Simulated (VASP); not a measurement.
# CsH in VASP: notebook

The runs below take CsH through electric field gradients, with r2SCAN.

Everything below comes from runs of VASP 6.6.1. Logs are shortened: lines on timing, memory, paths and dates and some standing lists are left out, and cuts for length are marked.

### 1 The cell of the first run

Symmetry: R3m, No. 160, trigonal system. Conventional cell: a = 5.400 Å, b = 5.400 Å, c = 6.614 Å, α = 90.00°, β = 90.00°, γ = 120.00°. Within 4.2 Å of Cs (site symmetry 3m) lie 8 H at 3.19 to 3.43 Å and 6 Cs at 3.82 Å. H (site symmetry 3m) has 8 Cs at 3.19 to 3.43 Å and 6 H at 3.82 Å within 4.2 Å.

### 2 Electric field gradients, r2SCAN (atom 1 (Cs) moved by [0.069282, 0.069282, 0.069282] A)

POSCAR reads:

```
CsH
1.0
    3.8184085400      0.0000000000      0.0000000000
    0.0000000000      3.8184085400      0.0000000000
    0.0000000000      0.0000000000      3.8184085400
Cs H
1 1
Direct
    0.0181442083      0.0181442083      0.0181442083
    0.5000000000      0.5000000000      0.5000000000
```

INCAR.step1 reads:

```
PREC = Accurate
ENCUT = 520
ISMEAR = -1
SIGMA = 0.01
LREAL = False
LASPH = True
NELM = 100
NBANDS = 12
GGA = PE
ALGO = Normal
EDIFF = 1E-4
LWAVE = True
LCHARG = False
```

INCAR.step2 reads:

```
PREC = Accurate
ENCUT = 520
EDIFF = 1E-8
ISMEAR = -1
SIGMA = 0.01
LREAL = False
LASPH = True
NELM = 100
ALGO = Normal
ISIF = 2
LWAVE = False
LCHARG = False
METAGGA = R2SCAN
LMIXTAU = True
LEFG = True
NBANDS = 12
ISTART = 1
```

KPOINTS reads:

```
regular mesh
0
Gamma
  8 8 8
```

Potentials or basis: VASP PAW PBE potentials, release 64 (Cs_sv, H).

Launch:

```bash
> cat potpaw_PBE.64/Cs_sv/POTCAR potpaw_PBE.64/H/POTCAR > POTCAR
> cp INCAR.step1 INCAR
> mpirun -np 1 vasp_std > vasp.out
> cp INCAR.step2 INCAR
> mpirun -np 1 vasp_std > vasp.out
```

OUTCAR:

```text
PREC = Accurate
   ENCUT = 520
   EDIFF = 1E-8
   ISMEAR = -1
   LREAL = False
   LASPH = True
   NELM = 100
   ISIF = 2
   METAGGA = R2SCAN
   ISTART = 1

 ion  position               nearest neighbor table
   1  0.018  0.018  0.018-
   2  0.500  0.500  0.500-

  LATTYP: Found a simple cubic cell.
 ALAT       =     3.8184085400

  Lattice vectors:

 A1 = (   3.8184085400,   0.0000000000,   0.0000000000)
 A2 = (   0.0000000000,   3.8184085400,   0.0000000000)
 A3 = (   0.0000000000,   0.0000000000,   3.8184085400)

Analysis of symmetry for initial positions (statically):
=====================================================================
 Subroutine PRICEL returns:
 Original cell was already a primitive cell.

 Routine SETGRP: Setting up the symmetry group for a
 simple cubic supercell.

 Subroutine GETGRP returns: Found  6 space group operations
 (whereof  6 operations were pure point group operations)
 out of a pool of 48 trial point group operations.

The static configuration has the point symmetry C_3v.

Analysis of symmetry for dynamics (positions and initial velocities):
=====================================================================
 Subroutine PRICEL returns:
 Original cell was already a primitive cell.

 Routine SETGRP: Setting up the symmetry group for a
 simple cubic supercell.

 Subroutine GETGRP returns: Found  6 space group operations
 (whereof  6 operations were pure point group operations)
 out of a pool of 48 trial point group operations.

The dynamic configuration has the point symmetry C_3v.

 Subroutine INISYM returns: Found  6 space group operations
 (whereof  6 operations are pure point group operations),
 and found     1 'primitive' translations

----------------------------------------------------------------------------------------

                                     Primitive cell

  volume of cell :      55.6733

  direct lattice vectors                    reciprocal lattice vectors
     3.818408540  0.000000000  0.000000000     0.261889211  0.000000000  0.000000000
     0.000000000  3.818408540  0.000000000     0.000000000  0.261889211  0.000000000
     0.000000000  0.000000000  3.818408540     0.000000000  0.000000000  0.261889211

  length of vectors
     3.818408540  3.818408540  3.818408540     0.261889211  0.261889211  0.261889211

  position of ions in fractional coordinates (direct lattice)
     0.018144208  0.018144208  0.018144208
     0.500000000  0.500000000  0.500000000

  ion indices of the primitive-cell ions
   primitive index   ion index
                 1           1
                 2           2

----------------------------------------------------------------------------------------

 KPOINTS: regular mesh

Automatic generation of k-mesh.
 Grid dimensions read from file:
 generate k-points for:    8    8    8

 Generating k-lattice:

  Cartesian coordinates                     Fractional coordinates (reciprocal lattice)
     0.032736151  0.000000000  0.000000000     0.125000000  0.000000000  0.000000000
     0.000000000  0.032736151  0.000000000     0.000000000  0.125000000  0.000000000
     0.000000000  0.000000000  0.032736151     0.000000000  0.000000000  0.125000000

  Length of vectors
     0.032736151  0.032736151  0.032736151

  Shift w.r.t. Gamma in fractional coordinates (k-lattice)
     0.000000000  0.000000000  0.000000000

 Subroutine IBZKPT returns following result:
 ===========================================

 Found     65 irreducible k-points:

 Following reciprocal coordinates:
            Coordinates               Weight
  0.000000  0.000000  0.000000      1.000000
  0.125000  0.000000  0.000000      6.000000
  0.250000  0.000000  0.000000      6.000000
  0.375000  0.000000  0.000000      6.000000
  0.500000  0.000000  0.000000      3.000000
  0.125000  0.125000  0.000000      6.000000
[... 16 lines left out ...]
 -0.125000  0.125000  0.125000      6.000000
  0.250000  0.125000  0.125000      6.000000
 [... further k-points ...]
   k-points           NKPTS =     65   k-points in BZ     NKDIM =     65   number of bands    NBANDS=     12
   number of dos      NEDOS =    301   number of ions     NIONS =      2
   total plane-waves  NPLWV =  21952
   dimension x,y,z NGX =    28 NGY =   28 NGZ =   28
   dimension x,y,z NGXF=    56 NGYF=   56 NGZF=   56
   ions per type =               1   1
   NGX,Y,Z   is equivalent  to a cutoff of  12.19, 12.19, 12.19 a.u.
   NGXF,Y,Z  is equivalent  to a cutoff of  24.38, 24.38, 24.38 a.u.
 SYSTEM =  unknown system
   PREC   = accura    normal or accurate (medium, high low for compatibility)
   ISTART =      1    job   : 0-new  1-cont  2-samecut
   ICHARG =      0    charge: 1-file 2-atom 10-const
   ISPIN  =      1    spin polarized calculation?
   LNONCOLLINEAR =      F non collinear calculations
   LSORBIT =      F    spin-orbit coupling
   LASPH  =      T    aspherical Exc in radial PAW
   ENCUT  =  520.0 eV  38.22 Ry    6.18 a.u.   7.10  7.10  7.10*2*pi/ulx,y,z
   NELM   =    100;   NELMIN=  2; NELMDL=  0     # of ELM steps
   EDIFF  = 0.1E-07   stopping-criterion for ELM
   LREAL  =      F    real-space projection
   EDIFFG = 0.1E-06   stopping-criterion for IOM
   NSW    =      0    number of steps for IOM
   IBRION =     -1    ionic relax: 0-MD 1-quasi-New 2-CG
   NFREE  =      0    steps in history (QN), initial steepest desc. (CG)
   ISIF   =      2    stress and relaxation
   ISYM   =      2    0-nonsym 1-usesym 2-fastsym
   POTIM  = 0.5000    time-step for ionic-motion
   TEBEG  =    0.0;   TEEND  =   0.0 temperature during run
   PSTRESS=    0.0 pullay stress
   NELECT =      10.0000    total number of electrons
   NUPDOWN=      -1.0000    fix difference up-down
   EMIN   =  10.00;   EMAX   =-10.00  energy-range for DOS
   EFERMI =   0.00;   METHOD = LEGACY
   ISMEAR =    -1;   SIGMA  =   0.01  broadening in eV -4-tet -1-fermi 0-gaus
   EFERMI_NEDOS =   21; number of points for ismear=-14 and -15
   IALGO  =     38    algorithm
   IMIX   =      4    mixing-type and parameters
     AMIX     =   0.40;   BMIX     =  1.00
     AMIX_MAG =   1.60;   BMIX_MAG =  1.00
  volume/ion in A,a.u.               =      27.84       187.85
  Fermi-wavevector in a.u.,A,eV,Ry     =   0.923689  1.745519 11.608509  0.853201
  Thomas-Fermi vector in A             =   2.049353
   LORBIT       =      0    0 simple, 1 ext, 2 COOP (PROOUT), +10 PAW based schemes
   METAGGA = R2SCAN    functional components
   LHFCALC =     F    Hartree Fock is set to
   AEXX    =    0.0000 exact exchange contribution
   IVDW    =     0    specifies the selected vdW correction
   LEPSILON=     F    determine dielectric tensor
   LRPA    =     F    only Hartree local field effects (RPA)
 non-spin polarized calculation
  energy-cutoff  :      520.00
  volume of cell :       55.67
 maximum number of plane-waves:      1516
   NGX = 15   NGY = 15   NGZ = 15

 number of electron      10.0000000 magnetization

 Free energy of the ion-electron system (eV)
  ---------------------------------------------------
  ext. energy  EPLUGINS =         0.00000000
  ---------------------------------------------------
  free energy    TOTEN  =       -28.95339615 eV

  energy without entropy =      -28.95339615  energy(sigma->0) =      -28.95339615

 E-fermi :   0.6792     XC(G=0):  -8.2717

 val. band max:        0.4540702700   @ k =   0.5000   0.5000   0.5000
 cond. band min:       3.6277052909   @ k =   0.5000   0.5000   0.5000
 fundamental gap:      3.1736350209
 Fermi energy:         0.6792128655

 k-point     1 :       0.0000    0.0000    0.0000
  band No.  band energies     occupation
      1     -22.0056      2.00000
      2      -7.6957      2.00000
      3      -7.6957      2.00000
      4      -7.6957      2.00000
      5      -1.4203      2.00000
      6       4.2821      0.00000
      7       4.2821      0.00000
      8       8.4126      0.00000
      9      10.4466      0.00000
     10      10.4514      0.00000
     11      10.4514      0.00000
     12      11.5973      0.00000

 k-point     2 :       0.1250    0.0000    0.0000
  band No.  band energies     occupation
      1     -21.9823      2.00000
      2      -7.9625      2.00000
      3      -7.6736      2.00000
      4      -7.6735      2.00000
      5      -1.1899      2.00000
      6       4.3771      0.00000
      7       4.6000      0.00000
      8       7.9712      0.00000
      9       9.3934      0.00000
     10       9.4132      0.00000
     11      10.5074      0.00000
     12      11.9916      0.00000

 k-point     3 :       0.2500    0.0000    0.0000
  band No.  band energies     occupation
      1     -21.9253      2.00000
      2      -8.5327      2.00000
      3      -7.6196      2.00000
      4      -7.6192      2.00000
      5      -0.6534      2.00000
      6       4.6306      0.00000
      7       4.7623      0.00000
      8       7.9971      0.00000
      9       8.1728      0.00000
     10       8.3095      0.00000
     11      10.6514      0.00000
     12      12.5543      0.00000
[... 286 lines left out ...]
 k-point    23 :      -0.1250    0.1250    0.1250
  band No.  band energies     occupation
      1     -21.9363      2.00000
      2      -7.9678      2.00000
      3      -7.8788      2.00000
      4      -7.8784      2.00000
      5      -0.8249      2.00000
      6       4.9508      0.00000
      7       4.9532      0.00000
      8       7.1286      0.00000
      9       8.7723      0.00000
     10       8.7908      0.00000
     11       9.6414      0.00000
     12      12.5368      0.00000

 k-point    24 :       0.2500    0.1250    0.1250
  band No.  band energies     occupation
      1     -21.8801      2.00000
      2      -8.4667      2.00000
      3      -7.8613      2.00000
      4      -7.8199      2.00000
      5      -0.4627      2.00000
      6       5.1834      0.00000
      7       5.2122      0.00000
      8       7.3127      0.00000
      9       7.4720      0.00000
     10       8.8541      0.00000
     11       9.2535      0.00000
     12      12.2748      0.00000

 [... further k-points ...]
[... 5 lines left out ...]
  --------------------------------------------------------------------------------------
  -------------------------------------------------------------------------------------
  Total        0.0165279      0.0165279      0.0165279      0.0118601      0.0118601      0.0118601
  in kB        0.4756441      0.4756441      0.4756441      0.3413117      0.3413117      0.3413117
  external PRESSURE =       0.4756441 kB  Pullay stress =       0.0000000 kB

 VOLUME and BASIS-vectors are now :
 -----------------------------------------------------------------------------
  energy-cutoff  :      520.00
  volume of cell :       55.67
      direct lattice vectors                 reciprocal lattice vectors
     3.818408540  0.000000000  0.000000000     0.261889211  0.000000000  0.000000000
     0.000000000  3.818408540  0.000000000     0.000000000  0.261889211  0.000000000
     0.000000000  0.000000000  3.818408540     0.000000000  0.000000000  0.261889211

 POSITION                                       TOTAL-FORCE (eV/Angst)
 -----------------------------------------------------------------------------------
      0.06928      0.06928      0.06928        -0.032439     -0.032439     -0.032439
      1.90920      1.90920      1.90920         0.032439      0.032439      0.032439
 -----------------------------------------------------------------------------------
    total drift:                               -0.000035     -0.000035     -0.000035

  FREE ENERGIE OF THE ION-ELECTRON SYSTEM (eV)
  ---------------------------------------------------
  free  energy   TOTEN  =       -28.9533961489 eV

  energy  without entropy=      -28.9533961489  energy(sigma->0) =      -28.95339615

 Electric field gradients (V/A^2)
---------------------------------------------------------------------
 ion       V_xx      V_yy      V_zz      V_xy      V_xz      V_yz
---------------------------------------------------------------------
   1      -0.000    -0.000     0.000    -0.565    -0.565    -0.565
   2      -0.000    -0.000     0.000     0.010     0.010     0.010
---------------------------------------------------------------------

 Electric field gradients after diagonalization (V/A^2)
 (convention: |V_zz| > |V_xx| > |V_yy|)
----------------------------------------------------------------------
 ion       V_xx      V_yy      V_zz     asymmetry (V_yy - V_xx)/ V_zz
----------------------------------------------------------------------
   1       0.565     0.565    -1.130       0.000
   2      -0.010    -0.010     0.020       0.000
----------------------------------------------------------------------

           NMR quadrupolar parameters

 Cq : quadrupolar parameter    Cq=e*Q*V_zz/h
 eta: asymmetry parameters     (V_yy - V_xx)/ V_zz
 Q  : nuclear electric quadrupole moment in mb (millibarn)
----------------------------------------------------------------------
 ion       Cq(MHz)       eta       Q (mb)
----------------------------------------------------------------------
   1      -0.003       0.000       1.000
   2       0.000       0.000       1.000
----------------------------------------------------------------------
```

It took 3.4 min on 1 thread of AMD EPYC 7R43 (Zen 3), shared host; peak memory 0.15 GiB.

What came out:

- Free energy: -28.9534 eV
- Pressure: 0.0 GPa
- Largest force: 0.056 eV/Å
- Band gap on the k mesh: 3.17 eV
- Largest electric field gradient by atom: Cs -1.1; H +0.0 V/Å²

Forces in eV/Å, atoms in the order of the input:
```
Cs  -0.032 -0.032 -0.032
H    0.032  0.032  0.032
```

Levels at points of the mesh, in eV from the valence-band top:
| k point | band 3 | band 4 | band 5 | band 6 | band 7 | band 8 |
| --- | --- | --- | --- | --- | --- | --- |
| (0.00, 0.00, 0.00) | -8.15 | -8.15 | -1.87 | 3.83 | 3.83 | 7.96 |
| (0.50, 0.00, 0.00) | -8.00 | -7.99 | -0.23 | 3.24 | 4.62 | 6.61 |
| (0.50, 0.50, 0.00) | -9.36 | -7.85 | -1.20 | 5.02 | 6.74 | 7.44 |
| (0.50, 0.50, 0.50) | -9.13 | -9.13 | 0.00 | 3.17 | 3.17 | 3.21 |

Electric field gradients, principal values (V/Å²):
```
atom   least  middle  greatest (by size)
1 Cs   0.565   0.565              -1.130
 2 H  -0.010  -0.010               0.020
```

Caveat: the cell differs from its parent crystal (atom 1 (Cs) moved by [0.069282, 0.069282, 0.069282] A); without QUAD_EFG the Cq values of the log hold for a quadrupole moment of 1 mb, not for the nuclei; the PAW data sets were made with another functional, which shifts forces and pressure a little; spin-orbit coupling is left out, which moves the levels of the heavy elements. A k mesh can miss the band edges.

### 3 Electric field gradients, r2SCAN (z stretched by +4 % at fixed volume)

POSCAR reads:

```
CsH
1.0
    3.7442576262      0.0000000000      0.0000000000
    0.0000000000      3.7442576262      0.0000000000
    0.0000000000      0.0000000000      3.9711448816
Cs H
1 1
Direct
    0.0000000000      0.0000000000      0.0000000000
    0.5000000000      0.5000000000      0.5000000000
```

INCAR.step1 reads:

```
SYSTEM = CsH
ALGO = Normal
EDIFF = 1E-4
ENCUT = 520
GGA = PE
ISMEAR = -1
LASPH = .True.
LCHARG = .False.
LREAL = .False.
LWAVE = .True.
NBANDS = 12
NELM = 100
PREC = Accurate
SIGMA = 0.01
```

INCAR.step2 reads:

```
SYSTEM = CsH
ALGO = Normal
EDIFF = 1E-8
ENCUT = 520
ISIF = 2
ISMEAR = -1
ISTART = 1
LASPH = .True.
LCHARG = .False.
LEFG = .True.
LMIXTAU = .True.
LREAL = .False.
LWAVE = .False.
METAGGA = R2SCAN
NBANDS = 12
NELM = 100
PREC = Accurate
SIGMA = 0.01
```

KPOINTS reads:

```
k-points
0
Gamma
  8 8 8
  0 0 0
```

Potentials or basis: VASP PAW PBE potentials, release 64 (Cs_sv, H).

Launch:

```bash
> cat potpaw_PBE.64/Cs_sv/POTCAR potpaw_PBE.64/H/POTCAR > POTCAR
> cp INCAR.step1 INCAR
> mpirun -np 1 vasp_std > vasp.out
> cp INCAR.step2 INCAR
> mpirun -np 1 vasp_std > vasp.out
```

OUTCAR:

```text
SYSTEM = CsH
   EDIFF = 1E-8
   ENCUT = 520
   ISIF = 2
   ISMEAR = -1
   ISTART = 1
   LASPH = .True.
   LREAL = .False.
   METAGGA = R2SCAN
   NELM = 100
   PREC = Accurate

 ion  position               nearest neighbor table
   1  0.000  0.000  0.000-
   2  0.500  0.500  0.500-

  LATTYP: Found a simple tetragonal cell.
 ALAT       =     3.7442576262
 C/A-ratio  =     1.0605960588

  Lattice vectors:

 A1 = (   3.7442576262,   0.0000000000,   0.0000000000)
[... 571 lines left out ...]

  FREE ENERGIE OF THE ION-ELECTRON SYSTEM (eV)
  ---------------------------------------------------
  free  energy   TOTEN  =       -28.9391871869 eV

  energy  without entropy=      -28.9391871869  energy(sigma->0) =      -28.93918719

 Electric field gradients (V/A^2)
---------------------------------------------------------------------
 ion       V_xx      V_yy      V_zz      V_xy      V_xz      V_yz
---------------------------------------------------------------------
   1      13.700    13.700   -27.400     0.000     0.000    -0.000
   2      -0.049    -0.049     0.098     0.000    -0.000     0.000
---------------------------------------------------------------------

 Electric field gradients after diagonalization (V/A^2)
 (convention: |V_zz| > |V_xx| > |V_yy|)
----------------------------------------------------------------------
 ion       V_xx      V_yy      V_zz     asymmetry (V_yy - V_xx)/ V_zz
----------------------------------------------------------------------
   1      13.700    13.700   -27.400       0.000
   2      -0.049    -0.049     0.098       0.000
----------------------------------------------------------------------

           NMR quadrupolar parameters

 Cq : quadrupolar parameter    Cq=e*Q*V_zz/h
 eta: asymmetry parameters     (V_yy - V_xx)/ V_zz
 Q  : nuclear electric quadrupole moment in mb (millibarn)
----------------------------------------------------------------------
 ion       Cq(MHz)       eta       Q (mb)
----------------------------------------------------------------------
   1      -0.066       0.000       1.000
   2       0.000       0.000       1.000
----------------------------------------------------------------------
```

OUTCAR.step1:

```text
SYSTEM = CsH
   EDIFF = 1E-4
   ENCUT = 520
   GGA = PE
   ISMEAR = -1
   LASPH = .True.
   LREAL = .False.
[... 583 lines left out ...]
      0.00000      0.00000      0.00000         0.000000      0.000000      0.000000
      1.87213      1.87213      1.98557         0.000000      0.000000      0.000000
 -----------------------------------------------------------------------------------
    total drift:                                0.000000      0.000000     -0.000000

  FREE ENERGIE OF THE ION-ELECTRON SYSTEM (eV)
  ---------------------------------------------------
  free  energy   TOTEN  =        -4.4281097113 eV

  energy  without entropy=       -4.4281097113  energy(sigma->0) =       -4.42810971
```

It took 4.2 min on 1 thread of AMD EPYC 7R43 (Zen 3), shared host; peak memory 0.16 GiB.

What came out:

```yaml
Free_energy: -28.9392 eV
Pressure: 0.1 GPa
Band_gap_on_the_k_mesh: 2.85 eV
Largest_electric_field_gradient_by_atom: Cs -27.4; H +0.1 V/Å²
```

Electric field gradients, principal values (V/Å²):
| atom | least | middle | greatest (by size) |
| --- | --- | --- | --- |
| 1 Cs | 13.700 | 13.700 | -27.400 |
| 2 H | -0.049 | -0.049 | 0.098 |

Caveat: without QUAD_EFG the Cq values of the log hold for a quadrupole moment of 1 mb, not for the nuclei; the PAW data sets were made with another functional, which shifts forces and pressure a little; spin-orbit coupling is left out, which moves the levels of the heavy elements. A k mesh can miss the band edges.

[end of part 1 of 2]
